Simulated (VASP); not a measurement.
# CaY (C2/m) in VASP: further runs

CaY is run at these levels: LDA; tasks: single point.

All numbers are computed with VASP 6.6.1; they aren't measurements. Logs are shortened: lines on timing, memory, paths and dates and some standing lists are left out, and cuts for length are marked.

## Step 1: The cell of the first run

The structure is monoclinic, space group C2/m (No. 12). Conventional cell: a = 3.953 Å, b = 5.866 Å, c = 6.176 Å, α = 90.00°, β = 90.28°, γ = 90.00°. Within 4.6 Å of Ca (site symmetry 2/m) lie 6 Ca at 3.54 to 3.95 Å and 8 Y at 3.66 to 4.26 Å. Within 4.6 Å of Y (site symmetry 2/m) lie 6 Y at 3.54 to 3.95 Å and 8 Ca at 3.66 to 4.26 Å.

## Step 2: Single point, LDA, collinear spin

Contents of INCAR:

```
ALGO     = Normal         # electronic algorithm
EDIFF    = 1E-6           # SCF threshold, eV
ENCUT    = 520            # plane-wave cutoff, eV
ISIF     = 2              # what is computed and relaxed
ISMEAR   = -1             # smearing method
ISPIN    = 2              # spin polarisation
LASPH    = T              # aspherical terms in the spheres
LCHARG   = F              # write CHGCAR
LMAXMIX  = 4              # l up to which the mixer works
LORBIT   = 11             # projections on sites
LREAL    = F              # projectors in reciprocal space
LWAVE    = F              # write WAVECAR
MAGMOM   = 0 0.6          # initial moments
NBANDS   = 22             # bands
NELM     = 150            # most SCF steps
NUPDOWN  = 0.6            # fixed moment
PREC     = Accurate       # precision mode
SIGMA    = 0.1            # smearing width, eV
```

Contents of KPOINTS:

```
k-points
0
Gamma
  9 9 5
```

Contents of POSCAR:

```
CaY
1.0
    1.9766574348     -2.9332380000      0.0000000000
    1.9766574348      2.9332380000      0.0000000000
   -0.0302115573      0.0000000000      6.1761332710
Ca Y
1 1
Direct
    0.0000000000      0.0000000000      0.0000000000
    0.5000000000      0.5000000000      0.5000000000
```

Potentials or basis: VASP PAW LDA potentials, release 64 (Ca_sv, Y_sv).

The run is started by

```sh
$ cat potpaw_LDA.64/Ca_sv/POTCAR potpaw_LDA.64/Y_sv/POTCAR > POTCAR
$ mpirun -np 1 vasp_std > vasp.out
```

OUTCAR:

```text
EDIFF = 1E-6
   ENCUT = 520
   ISIF = 2
   ISMEAR = -1
   ISPIN = 2
   LASPH = T
   LORBIT = 11
   LREAL = F
   NELM = 150
   NUPDOWN = 0.6
   PREC = Accurate

 ion  position               nearest neighbor table
   1  0.000  0.000  0.000-   2 3.66   2 3.66   2 3.67   2 3.67
   2  0.500  0.500  0.500-   1 3.66   1 3.66   1 3.67   1 3.67

  LATTYP: Found a base centered monoclinic cell.
 ALAT       =     3.9533148696
 B/A-ratio  =     1.4839384652
 C/A-ratio  =     1.5622856683
 COS(beta)  =    -0.0048916036

  Lattice vectors:

 A1 = (   1.9766574348,  -2.9332380000,   0.0000000000)
 A2 = (   1.9766574348,   2.9332380000,   0.0000000000)
 A3 = (  -0.0302115573,   0.0000000000,   6.1761332710)

Analysis of symmetry for initial positions (statically):
=====================================================================
 Subroutine PRICEL returns:
 Original cell was already a primitive cell.

 Routine SETGRP: Setting up the symmetry group for a
 base centered monoclinic supercell.

 Subroutine GETGRP returns: Found  4 space group operations
 (whereof  4 operations were pure point group operations)
 out of a pool of  4 trial point group operations.

The static configuration has the point symmetry C_2h.

Analysis of symmetry for dynamics (positions and initial velocities):
=====================================================================
 Subroutine PRICEL returns:
 Original cell was already a primitive cell.

 Routine SETGRP: Setting up the symmetry group for a
 base centered monoclinic supercell.

 Subroutine GETGRP returns: Found  4 space group operations
 (whereof  4 operations were pure point group operations)
 out of a pool of  4 trial point group operations.

The dynamic configuration has the point symmetry C_2h.

Analysis of structural, dynamic, and magnetic symmetry:
=====================================================================
 Subroutine PRICEL returns:
 Original cell was already a primitive cell.

 Routine SETGRP: Setting up the symmetry group for a
 base centered monoclinic supercell.

 Subroutine GETGRP returns: Found  4 space group operations
 (whereof  4 operations were pure point group operations)
 out of a pool of  4 trial point group operations.

The overall configuration has the point symmetry C_2h.

 Subroutine INISYM returns: Found  4 space group operations
 (whereof  4 operations are pure point group operations),
 and found     1 'primitive' translations

----------------------------------------------------------------------------------------

                                     Primitive cell

  volume of cell :      71.6185

  direct lattice vectors                    reciprocal lattice vectors
     1.976657435 -2.933238000  0.000000000     0.252952278 -0.170460085  0.001237357
     1.976657435  2.933238000  0.000000000     0.252952278  0.170460085  0.001237357
    -0.030211557  0.000000000  6.176133271     0.000000000  0.000000000  0.161913605

  length of vectors
     3.537097649  3.537097649  6.176207163     0.305029550  0.305029550  0.161913605

  position of ions in fractional coordinates (direct lattice)
     0.000000000  0.000000000  0.000000000
     0.500000000  0.500000000  0.500000000

  ion indices of the primitive-cell ions
   primitive index   ion index
                 1           1
                 2           2

----------------------------------------------------------------------------------------

 KPOINTS: k-points

Automatic generation of k-mesh.
 Grid dimensions read from file:
 generate k-points for:    9    9    5

 Generating k-lattice:

  Cartesian coordinates                     Fractional coordinates (reciprocal lattice)
     0.028105809 -0.018940009  0.000137484     0.111111111  0.000000000  0.000000000
     0.028105809  0.018940009  0.000137484     0.000000000  0.111111111  0.000000000
     0.000000000  0.000000000  0.032382721     0.000000000  0.000000000  0.200000000

  Length of vectors
     0.033892172  0.033892172  0.032382721

  Shift w.r.t. Gamma in fractional coordinates (k-lattice)
     0.000000000  0.000000000  0.000000000

 Subroutine IBZKPT returns following result:
 ===========================================

 Found    115 irreducible k-points:

 Following reciprocal coordinates:
            Coordinates               Weight
  0.000000  0.000000  0.000000      1.000000
  0.111111  0.000000  0.000000      4.000000
  0.222222  0.000000  0.000000      4.000000
  0.333333 -0.000000  0.000000      4.000000
  0.444444  0.000000  0.000000      4.000000
  0.111111  0.111111  0.000000      2.000000
[... 16 lines left out ...]
 -0.333333  0.333333  0.000000      2.000000
  0.444444  0.444444  0.000000      2.000000
 [... further k-points ...]
   k-points           NKPTS =    115   k-points in BZ     NKDIM =    115   number of bands    NBANDS=     22
   number of dos      NEDOS =    301   number of ions     NIONS =      2
   total plane-waves  NPLWV =  37632
   dimension x,y,z NGX =    28 NGY =   28 NGZ =   48
   dimension x,y,z NGXF=    56 NGYF=   56 NGZF=   96
   ions per type =               1   1
   NGX,Y,Z   is equivalent  to a cutoff of  13.16, 13.16, 12.92 a.u.
   NGXF,Y,Z  is equivalent  to a cutoff of  26.32, 26.32, 25.84 a.u.
 SYSTEM =  unknown system
   PREC   = accura    normal or accurate (medium, high low for compatibility)
   ISTART =      0    job   : 0-new  1-cont  2-samecut
   ICHARG =      2    charge: 1-file 2-atom 10-const
   ISPIN  =      2    spin polarized calculation?
   LNONCOLLINEAR =      F non collinear calculations
   LSORBIT =      F    spin-orbit coupling
   LASPH  =      T    aspherical Exc in radial PAW
   ENCUT  =  520.0 eV  38.22 Ry    6.18 a.u.   6.58  6.58 11.48*2*pi/ulx,y,z
   NELM   =    150;   NELMIN=  2; NELMDL= -5     # of ELM steps
   EDIFF  = 0.1E-05   stopping-criterion for ELM
   LREAL  =      F    real-space projection
   EDIFFG = 0.1E-04   stopping-criterion for IOM
   NSW    =      0    number of steps for IOM
   IBRION =     -1    ionic relax: 0-MD 1-quasi-New 2-CG
   NFREE  =      0    steps in history (QN), initial steepest desc. (CG)
   ISIF   =      2    stress and relaxation
   ISYM   =      2    0-nonsym 1-usesym 2-fastsym
   POTIM  = 0.5000    time-step for ionic-motion
   TEBEG  =    0.0;   TEEND  =   0.0 temperature during run
   PSTRESS=    0.0 pullay stress
   NELECT =      21.0000    total number of electrons
   NUPDOWN=       0.6000    fix difference up-down
   EMIN   =  10.00;   EMAX   =-10.00  energy-range for DOS
   EFERMI =   0.00;   METHOD = LEGACY
   ISMEAR =    -1;   SIGMA  =   0.10  broadening in eV -4-tet -1-fermi 0-gaus
   EFERMI_NEDOS =   21; number of points for ismear=-14 and -15
   IALGO  =     38    algorithm
   IMIX   =      4    mixing-type and parameters
     AMIX     =   0.40;   BMIX     =  1.00
     AMIX_MAG =   1.60;   BMIX_MAG =  1.00
  volume/ion in A,a.u.               =      35.81       241.65
  Fermi-wavevector in a.u.,A,eV,Ry     =   1.087609  2.055283 16.094242  1.182893
  Thomas-Fermi vector in A             =   2.223772
   LORBIT       =     11    0 simple, 1 ext, 2 COOP (PROOUT), +10 PAW based schemes
   GGA     = CA    functional components
   LHFCALC =     F    Hartree Fock is set to
   AEXX    =    0.0000 exact exchange contribution
   IVDW    =     0    specifies the selected vdW correction
   LEPSILON=     F    determine dielectric tensor
   LRPA    =     F    only Hartree local field effects (RPA)
 spin polarized calculation
  energy-cutoff  :      520.00
  volume of cell :       71.62
 maximum number of plane-waves:      1963
   NGX = 13   NGY = 13   NGZ = 23

 number of electron      21.0000001 magnetization       0.6000000

 Free energy of the ion-electron system (eV)
  ---------------------------------------------------
  ext. energy  EPLUGINS =         0.00000000
  ---------------------------------------------------
  free energy    TOTEN  =        -8.85789109 eV

  energy without entropy =       -8.74344868  energy(sigma->0) =       -8.80066988

 E-fermi :   2.3814     XC(G=0):  -8.9101

 val. band max:        2.5355122956   @ k =   0.3333   0.2222   0.0000
 cond. band min:       2.3904426297   @ k =   0.4444   0.2222   0.0000
 fundamental gap:     -0.1450696659
 Fermi energy:         2.5382592923

 spin component 1

 k-point     1 :       0.0000    0.0000    0.0000
  band No.  band energies     occupation
      1     -40.4386      1.00000
      2     -38.5712      1.00000
      3     -20.5980      1.00000
      4     -20.3597      1.00000
      5     -20.3050      1.00000
      6     -19.8245      1.00000
[... 14 lines left out ...]
     21       8.6993      0.00000
     22      10.9604      0.00000
[... 552 lines left out ...]
  band No.  band energies     occupation
      1     -40.3881      1.00000
      2     -38.5356      1.00000
      3     -20.7295      1.00000
      4     -20.5278      1.00000
      5     -20.5110      1.00000
      6     -20.0184      1.00000
[... 14 lines left out ...]
     21       7.9858      0.00000
     22       8.3540      0.00000

 [... further k-points ...]

 spin component 2

 k-point     1 :       0.0000    0.0000    0.0000
  band No.  band energies     occupation
      1     -40.3421      1.00000
      2     -38.5333      1.00000
      3     -20.4879      1.00000
      4     -20.2443      1.00000
      5     -20.1881      1.00000
      6     -19.7761      1.00000
[... 14 lines left out ...]
     21       8.8203      0.00000
     22      11.1991      0.00000
[... 552 lines left out ...]
  band No.  band energies     occupation
      1     -40.2924      1.00000
      2     -38.4978      1.00000
      3     -20.6060      1.00000
      4     -20.4100      1.00000
      5     -20.4010      1.00000
      6     -19.9792      1.00000
[... 14 lines left out ...]
     21       8.1356      0.00000
     22       8.5222      0.00000

 [... further k-points ...]

------------------------ aborting loop because EDIFF is reached ----------------------------------------

  FORCE on cell =-STRESS in cart. coord.  units (eV):
  Direction    XX          YY          ZZ          XY          YZ          ZX
  --------------------------------------------------------------------------------------
  -------------------------------------------------------------------------------------
  Total       -1.0841084     -0.8712844     -1.2535666      0.0000000      0.0000000      0.0392843
  in kB      -24.2525785    -19.4914950    -28.0435259      0.0000000      0.0000000      0.8788294
  external PRESSURE =     -23.9291998 kB  Pullay stress =       0.0000000 kB

 VOLUME and BASIS-vectors are now :
 -----------------------------------------------------------------------------
  energy-cutoff  :      520.00
  volume of cell :       71.62
      direct lattice vectors                 reciprocal lattice vectors
     1.976657435 -2.933238000  0.000000000     0.252952278 -0.170460085  0.001237357
     1.976657435  2.933238000  0.000000000     0.252952278  0.170460085  0.001237357
    -0.030211557  0.000000000  6.176133271     0.000000000  0.000000000  0.161913605

 POSITION                                       TOTAL-FORCE (eV/Angst)
 -----------------------------------------------------------------------------------
      0.00000      0.00000      0.00000        -0.000000     -0.000000      0.000000
      1.96155      0.00000      3.08807         0.000000      0.000000      0.000000
 -----------------------------------------------------------------------------------
    total drift:                                0.000000      0.000000      0.000000

  FREE ENERGIE OF THE ION-ELECTRON SYSTEM (eV)
  ---------------------------------------------------
  free  energy   TOTEN  =        -8.8578910854 eV

  energy  without entropy=       -8.7434486823  energy(sigma->0) =       -8.80066988

 total charge

# of ion       s       p       d       f       tot
--------------------------------------------------
    1        2.090   5.826   0.218   0.000   8.134
    2        2.285   6.174   0.885   0.004   9.348
--------------------------------------------------
tot          4.376  12.000   1.103   0.004  17.482

 magnetization (x)

# of ion       s       p       d       f       tot
--------------------------------------------------
    1        0.000   0.010   0.034   0.000   0.044
    2        0.003   0.060   0.187   0.001   0.250
--------------------------------------------------
tot          0.003   0.070   0.221   0.001   0.294
```

Wall time 3.6 min (1 thread of Intel Xeon Platinum 8488C (Sapphire Rapids), shared host); peak memory 0.4 GiB.

Results:

```yaml
Free_energy: -8.8579 eV
Pressure: -2.4 GPa
Net_moment: 0.60 μB per cell
Site_moments: Ca +0.04; Y +0.25 μB
Valence_electrons_inside_the_program's_atomic_spheres: Ca 8.13; Y 9.35
```

Stress tensor (GPa, compression positive):
```
-2.43  0.00  0.09
 0.00 -1.95  0.00
 0.09  0.00 -2.80
```

Caveat: the total moment is fixed, so each spin has its own Fermi level and the state may be an excited one.

## Step 3: Single point, LDA, collinear spin

Contents of INCAR:

```
PREC = Accurate
ENCUT = 520
EDIFF = 1E-6
ISMEAR = -1
SIGMA = 0.1
LREAL = F
LASPH = T
NELM = 150
ALGO = Normal
ISIF = 2
LWAVE = F
LCHARG = T
ISPIN = 2
MAGMOM = 0 0.6
LORBIT = 11
NUPDOWN = 0.6
LMAXMIX = 4
GGA = CA
LELF = T
LVHAR = T
NBANDS = 22
```

Contents of KPOINTS:

```
Automatic mesh
0
Gamma
  9 9 5
```

POSCAR is that of step 2.

Potentials or basis: VASP PAW LDA potentials, release 64 (Ca_sv, Y_sv).

The run is started by

```sh
$ cat potpaw_LDA.64/Ca_sv/POTCAR potpaw_LDA.64/Y_sv/POTCAR > POTCAR
$ mpirun -np 1 vasp_std > vasp.out
```

Run time: 3.9 min. Hardware: 1 thread of Intel Xeon Platinum 8488C (Sapphire Rapids), shared host; peak memory 0.4 GiB.

Results (log left out):

```yaml
Free_energy: -8.8579 eV
Pressure: -2.4 GPa
Net_moment: 0.60 μB per cell
Site_moments: Ca +0.04; Y +0.25 μB
Valence_electrons_inside_the_program's_atomic_spheres: Ca 8.13; Y 9.35
```

Stress tensor (GPa, compression positive):
```
-2.43  0.00  0.09
 0.00 -1.95  0.00
 0.09  0.00 -2.80
```

Caveat: the total moment is fixed, so each spin has its own Fermi level and the state may be an excited one.
